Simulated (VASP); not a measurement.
The system is PbSe (Clausthalite).

```xyz
2
Lattice="0.0000 3.1207 3.1207 3.1207 0.0000 3.1207 3.1207 3.1207 0.0000" Properties=species:S:1:pos:R:3 pbc="T T T"
Pb    0.0000    0.0000    0.0000
Se    3.1207    3.1207    3.1207
```

Base run:

- Program: VASP 6.6.1
- Functional: RPBE
- Dispersion: D4
- Potentials or basis: VASP PAW PBE potentials, release 64 (Pb_d, Se)
- Cutoff: 520 eV
- k mesh: 8 × 8 × 8
- Occupations: fermi-dirac, width 0.05 eV
- Spin: no spin polarisation

Its results: band gap on the k mesh 0.56 eV, direct; pressure 0.1 GPa.

Task: The run is repeated on the same cell with these changes: functional from RPBE to r2SCAN; dispersion from D4 to rVV10. What comes out?

Result: Band gap on the k mesh 0.72 eV, direct; pressure -2.2 GPa.

Several settings changed at once, so the effect can't be laid on one alone.

Caveats: the PAW data sets were made with another functional, which shifts forces and pressure a little; spin-orbit coupling is left out, which moves the levels of the heavy elements.

A k mesh can miss the band edges.
